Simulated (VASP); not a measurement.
# TiC (Fm-3m) in VASP: further runs, part 2 of 2

VASP 6.6.1. Earlier steps stand in the parts before.

### 5 Relaxation of cell and atoms, PBEsol

This run uses another cell than the first one, of 10.07 Å³/atom, 1.018 times its volume.

Input file INCAR:

```
  PREC = Accurate
  ENCUT = 600
  EDIFF = 1E-7
  ISMEAR = 0
  SIGMA = 0.1
  LREAL = False
  LASPH = True
  NELM = 60
  ALGO = Normal
  ISIF = 3
  LWAVE = False
  LCHARG = False
  GGA = PS
  IBRION = 2
  NSW = 100
  EDIFFG = -0.005
```

Input file KPOINTS:

```
regular mesh
0
Gamma
  16 16 16
```

Input file POSCAR:

```
TiC
1.0
    0.0000000000      2.1593000000      2.1593000000
    2.1593000000      0.0000000000      2.1593000000
    2.1593000000      2.1593000000      0.0000000000
Ti C
1 1
Direct
    0.0000000000      0.0000000000      0.0000000000
    0.5000000000      0.5000000000      0.5000000000
```

Potentials or basis: VASP PAW PBE potentials, release 64 (Ti_sv, C).

Started as:

```
> cat potpaw_PBE.64/Ti_sv/POTCAR potpaw_PBE.64/C/POTCAR > POTCAR
> mpirun -np 1 vasp_std > vasp.out
```

OUTCAR:

```text
PREC = Accurate
   ENCUT = 600
   EDIFF = 1E-7
   ISMEAR = 0
   LREAL = False
   LASPH = True
   NELM = 60
   ISIF = 3
   GGA = PS
   IBRION = 2
   NSW = 100
   EDIFFG = -0.005

 ion  position               nearest neighbor table
   1  0.000  0.000  0.000-   2 2.16   2 2.16   2 2.16   2 2.16   2 2.16   2 2.16
   2  0.500  0.500  0.500-   1 2.16   1 2.16   1 2.16   1 2.16   1 2.16   1 2.16

  LATTYP: Found a face centered cubic cell.
 ALAT       =     4.3186000000

  Lattice vectors:

 A1 = (   0.0000000000,   2.1593000000,   2.1593000000)
 A2 = (   2.1593000000,   0.0000000000,   2.1593000000)
 A3 = (   2.1593000000,   2.1593000000,   0.0000000000)

Analysis of symmetry for initial positions (statically):
=====================================================================
 Subroutine PRICEL returns:
 Original cell was already a primitive cell.

 Routine SETGRP: Setting up the symmetry group for a
 face centered cubic supercell.

 Subroutine GETGRP returns: Found 48 space group operations
 (whereof 48 operations were pure point group operations)
 out of a pool of 48 trial point group operations.

The static configuration has the point symmetry O_h .

Analysis of symmetry for dynamics (positions and initial velocities):
=====================================================================
 Subroutine PRICEL returns:
 Original cell was already a primitive cell.

 Routine SETGRP: Setting up the symmetry group for a
 face centered cubic supercell.

 Subroutine GETGRP returns: Found 48 space group operations
 (whereof 48 operations were pure point group operations)
 out of a pool of 48 trial point group operations.

The dynamic configuration has the point symmetry O_h .

 Subroutine INISYM returns: Found 48 space group operations
 (whereof 48 operations are pure point group operations),
 and found     1 'primitive' translations

----------------------------------------------------------------------------------------

                                     Primitive cell

  volume of cell :      20.1358

  direct lattice vectors                    reciprocal lattice vectors
     0.000000000  2.159300000  2.159300000    -0.231556523  0.231556523  0.231556523
     2.159300000  0.000000000  2.159300000     0.231556523 -0.231556523  0.231556523
     2.159300000  2.159300000  0.000000000     0.231556523  0.231556523 -0.231556523

  length of vectors
     3.053711345  3.053711345  3.053711345     0.401067663  0.401067663  0.401067663

  position of ions in fractional coordinates (direct lattice)
     0.000000000  0.000000000  0.000000000
     0.500000000  0.500000000  0.500000000

  ion indices of the primitive-cell ions
   primitive index   ion index
                 1           1
                 2           2

----------------------------------------------------------------------------------------

 KPOINTS: regular mesh

Automatic generation of k-mesh.
 Grid dimensions read from file:
 generate k-points for:   16   16   16

 Generating k-lattice:
[... 45 lines left out ...]
   number of dos      NEDOS =    301   number of ions     NIONS =      2
   total plane-waves  NPLWV =  13824
   dimension x,y,z NGX =    24 NGY =   24 NGZ =   24
   dimension x,y,z NGXF=    48 NGYF=   48 NGZF=   48
   ions per type =               1   1
   NGX,Y,Z   is equivalent  to a cutoff of  13.07, 13.07, 13.07 a.u.
   NGXF,Y,Z  is equivalent  to a cutoff of  26.13, 26.13, 26.13 a.u.
 SYSTEM =  unknown system
   PREC   = accura    normal or accurate (medium, high low for compatibility)
   ISTART =      0    job   : 0-new  1-cont  2-samecut
   ICHARG =      2    charge: 1-file 2-atom 10-const
   ISPIN  =      1    spin polarized calculation?
   LNONCOLLINEAR =      F non collinear calculations
   LSORBIT =      F    spin-orbit coupling
   LASPH  =      T    aspherical Exc in radial PAW
   ENCUT  =  600.0 eV  44.10 Ry    6.64 a.u.   6.10  6.10  6.10*2*pi/ulx,y,z
   NELM   =     60;   NELMIN=  2; NELMDL= -5     # of ELM steps
   EDIFF  = 0.1E-06   stopping-criterion for ELM
   LREAL  =      F    real-space projection
   EDIFFG = -.5E-02   stopping-criterion for IOM
   NSW    =    100    number of steps for IOM
   IBRION =      2    ionic relax: 0-MD 1-quasi-New 2-CG
   NFREE  =      1    steps in history (QN), initial steepest desc. (CG)
   ISIF   =      3    stress and relaxation
   ISYM   =      2    0-nonsym 1-usesym 2-fastsym
   POTIM  = 0.5000    time-step for ionic-motion
   TEBEG  =    0.0;   TEEND  =   0.0 temperature during run
   PSTRESS=    0.0 pullay stress
   NELECT =      16.0000    total number of electrons
   NUPDOWN=      -1.0000    fix difference up-down
   EMIN   =  10.00;   EMAX   =-10.00  energy-range for DOS
   EFERMI =   0.00;   METHOD = LEGACY
   ISMEAR =     0;   SIGMA  =   0.10  broadening in eV -4-tet -1-fermi 0-gaus
   EFERMI_NEDOS =   21; number of points for ismear=-14 and -15
   IALGO  =     38    algorithm
   IMIX   =      4    mixing-type and parameters
     AMIX     =   0.40;   BMIX     =  1.00
     AMIX_MAG =   1.60;   BMIX_MAG =  1.00
  volume/ion in A,a.u.               =      10.07        67.94
  Fermi-wavevector in a.u.,A,eV,Ry     =   1.516323  2.865436 31.283015  2.299237
  Thomas-Fermi vector in A             =   2.625728
   LORBIT       =      0    0 simple, 1 ext, 2 COOP (PROOUT), +10 PAW based schemes
   GGA     = PS    functional components
   LHFCALC =     F    Hartree Fock is set to
   AEXX    =    0.0000 exact exchange contribution
   IVDW    =     0    specifies the selected vdW correction
   LEPSILON=     F    determine dielectric tensor
   LRPA    =     F    only Hartree local field effects (RPA)
 conjugate gradient relaxation of ions
 non-spin polarized calculation
 Gauss-broadening in eV      SIGMA  =   0.10
  energy-cutoff  :      600.00
  volume of cell :       20.14
 maximum number of plane-waves:       692
   NGX = 13   NGY = 13   NGZ = 13

--------------------------------------- Ionic step        1  -------------------------------------------

 number of electron      16.0000002 magnetization

 Free energy of the ion-electron system (eV)
  ---------------------------------------------------
  ext. energy  EPLUGINS =         0.00000000
  ---------------------------------------------------
  free energy    TOTEN  =       -19.79847254 eV

  energy without entropy =      -19.79648430  energy(sigma->0) =      -19.79747842

------------------------ aborting loop because EDIFF is reached ----------------------------------------

  FORCE on cell =-STRESS in cart. coord.  units (eV):
  Direction    XX          YY          ZZ          XY          YZ          ZX
  --------------------------------------------------------------------------------------
  -------------------------------------------------------------------------------------
  Total       -0.5515564     -0.5515564     -0.5515564     -0.0000000      0.0000000      0.0000000
  in kB      -43.8865643    -43.8865643    -43.8865643     -0.0000000      0.0000000      0.0000000
  external PRESSURE =     -43.8865643 kB  Pullay stress =       0.0000000 kB
[... 59 lines left out ...]
--------------------------------------- Ionic step        3  -------------------------------------------

 number of electron      16.0000003 magnetization

 Free energy of the ion-electron system (eV)
  ---------------------------------------------------
  ext. energy  EPLUGINS =         0.00000000
  ---------------------------------------------------
  free energy    TOTEN  =       -19.80321465 eV

  energy without entropy =      -19.80126489  energy(sigma->0) =      -19.80223977

 E-fermi :   9.5968     XC(G=0): -12.9949

 val. band max:        9.5865666751   @ k =   0.1250   0.1250   0.0000
 cond. band min:       9.5983288758   @ k =   0.1250   0.0625   0.0000
 fundamental gap:      0.0117622007
 Fermi energy:         9.5967961051

 k-point     1 :       0.0000    0.0000    0.0000
  band No.  band energies     occupation
      1     -46.6462      2.00000
      2     -22.7590      2.00000
      3     -22.7590      2.00000
      4     -22.7590      2.00000
      5      -2.8797      2.00000
      6      10.2806      0.00000
      7      10.2806      0.00000
      8      10.2806      0.00000
      9      11.3450      0.00000
     10      11.3450      0.00000
     11      11.3450      0.00000
     12      11.3896      0.00000
[... 331 lines left out ...]
 k-point    24 :      -0.0625    0.0625    0.0000
  band No.  band energies     occupation
      1     -46.6378      2.00000
      2     -22.8117      2.00000
      3     -22.7735      2.00000
      4     -22.7602      2.00000
      5      -2.6372      2.00000
      6       9.3774      1.99809
      7       9.5498      1.49382
      8       9.5832      1.15266
      9      10.3964      0.00000
     10      11.0208      0.00000
     11      11.9430      0.00000
     12      12.5383      0.00000

 [... further k-points ...]
[... 5 lines left out ...]
  --------------------------------------------------------------------------------------
  -------------------------------------------------------------------------------------
  Total       -0.0023845     -0.0023845     -0.0023845     -0.0000000      0.0000000      0.0000000
  in kB       -0.1929828     -0.1929828     -0.1929828     -0.0000000      0.0000000      0.0000000
  external PRESSURE =      -0.1929828 kB  Pullay stress =       0.0000000 kB
[... 17 lines left out ...]
  FREE ENERGIE OF THE ION-ELECTRON SYSTEM (eV)
  ---------------------------------------------------
  free  energy   TOTEN  =       -19.8032146478 eV

  energy  without entropy=      -19.8012648857  energy(sigma->0) =      -19.80223977

 reached required accuracy - stopping structural energy minimisation
```

OSZICAR:

```text
N       E                     dE             d eps       ncg     rms          rms(c)
DAV:   1     0.127385339064E+03    0.12739E+03   -0.93057E+03  3480   0.177E+03
DAV:   2    -0.143122462027E+02   -0.14170E+03   -0.13501E+03  3588   0.404E+02
DAV:   3    -0.246701084445E+02   -0.10358E+02   -0.99190E+01  4652   0.102E+02
[... 33 lines left out ...]
DAV:   6    -0.198031282298E+02   -0.32856E-03   -0.10166E-03  4852   0.180E-01    0.542E-02
DAV:   7    -0.198032172200E+02   -0.88990E-04   -0.31473E-04  4040   0.193E-01    0.667E-02
DAV:   8    -0.198032129640E+02    0.42560E-05   -0.10394E-04  3584   0.137E-01    0.558E-03
DAV:   9    -0.198032148591E+02   -0.18951E-05   -0.37508E-06  4716   0.164E-02    0.547E-03
DAV:  10    -0.198032147359E+02    0.12314E-06   -0.18560E-06  4380   0.814E-03    0.162E-03
DAV:  11    -0.198032146478E+02    0.88150E-07   -0.25432E-07  3764   0.302E-03
   3 F= -.19803215E+02 E0= -.19802240E+02  d E =-.474211E-02
```

CONTCAR:

```text
TiC
   1.00000000000000
     0.0000000000000000    2.1470972554955816    2.1470972554955816
     2.1470972554955816    0.0000000000000000    2.1470972554955816
     2.1470972554955816    2.1470972554955816    0.0000000000000000
  Ti              C
     1     1
Direct
     0.0000000000000000    0.0000000000000000    0.0000000000000000
     0.5000000000000000    0.5000000000000000    0.5000000000000000

  0.00000000E+00  0.00000000E+00  0.00000000E+00
  0.00000000E+00  0.00000000E+00  0.00000000E+00
```

Wall time 50 s (1 thread of Intel Xeon Platinum 8488C (Sapphire Rapids), shared host); peak memory 0.18 GiB.

Results:

```yaml
Free_energy: -19.8032 eV
Relaxed_volume: 9.90 Å³/atom
Relaxed_cell: a = 3.036 Å, b = 3.036 Å, c = 3.036 Å, α = 60.00°, β = 60.00°, γ = 60.00°
Space_group_after_relaxing_to_0.05_Å: Fm-3m (No. 225)
Energy_gained_by_relaxing: 2.4 meV/atom
Ionic_steps: 3
Pressure_after_relaxing: 0.0 GPa
Band_gap_on_the_k_mesh: zero (band 8 reaches 10.28 eV, above the bottom of band 9 at 9.20 eV)
```

Step by step:
```tsv
step	energy change (eV)	largest force (eV/Å)	pressure (GPa)	volume (Å³)
1	0.0000	0.0000	-4.39	20.14
2	0.0041	0.0000	6.40	19.34
3	-0.0047	0.0000	-0.02	19.80
```

Final structure:
```
Ti C
1.0
     0.00000    2.14710    2.14710
     2.14710    0.00000    2.14710
     2.14710    2.14710    0.00000
Ti C
1 1
Direct
  0.00000 0.00000 0.00000
  0.50000 0.50000 0.50000
```

Levels at points of the mesh, in eV from the Fermi level:
| k point | band 4 | band 5 | band 6 | band 7 | band 8 | band 9 | band 10 | band 11 | band 12 |
| --- | --- | --- | --- | --- | --- | --- | --- | --- | --- |
| (0.00, 0.00, 0.00) | -32.36 | -12.48 | 0.68 | 0.68 | 0.68 | 1.75 | 1.75 | 1.75 | 1.79 |
| (0.50, 0.00, 0.00) | -32.41 | -8.83 | -5.98 | -2.97 | -2.97 | 3.03 | 3.03 | 4.27 | 8.31 |
| (0.50, 0.50, 0.00) | -32.54 | -10.15 | -3.45 | -1.74 | 0.01 | 0.01 | 2.84 | 3.66 | 3.66 |

Caveat: the PAW data sets were made with another functional, which shifts forces and pressure a little.

### 6 The runs side by side

| task | cell | k mesh | cutoff (eV) | smearing | gap on the mesh (eV) | pressure (GPa) | relaxed volume (Å³/atom) |
| --- | --- | --- | --- | --- | --- | --- | --- |
| relaxation of cell and atoms | relaxed from a = 3.036 Å, angles 60.0°, 2 atoms | 16 × 16 × 16 | 600 | fermi-dirac 0.15 eV | none | 0.0 | 9.90 |
| single point | a = 3.054 Å, angles 60.0°, 2 atoms | 8 × 8 × 8 | 520 | gaussian 0.1 eV | none | -4.3 | - |
| single point | a = 3.036 Å, angles 60.0°, 2 atoms | 16 × 16 × 16 | 520 | gaussian 0.1 eV | none | 0.3 | - |
| relaxation of cell and atoms | relaxed from a = 3.054 Å, angles 60.0°, 2 atoms | 16 × 16 × 16 | 600 | gaussian 0.1 eV | none | 0.0 | 9.90 |

Alike in all rows: level PBEsol; potentials or basis VASP PAW PBE potentials, release 64 (Ti_sv, C); no spin polarisation.

Caveats: the PAW data sets were made with another functional, which shifts forces and pressure a little.

Absolute energies hang on the potentials; compare differences alone.
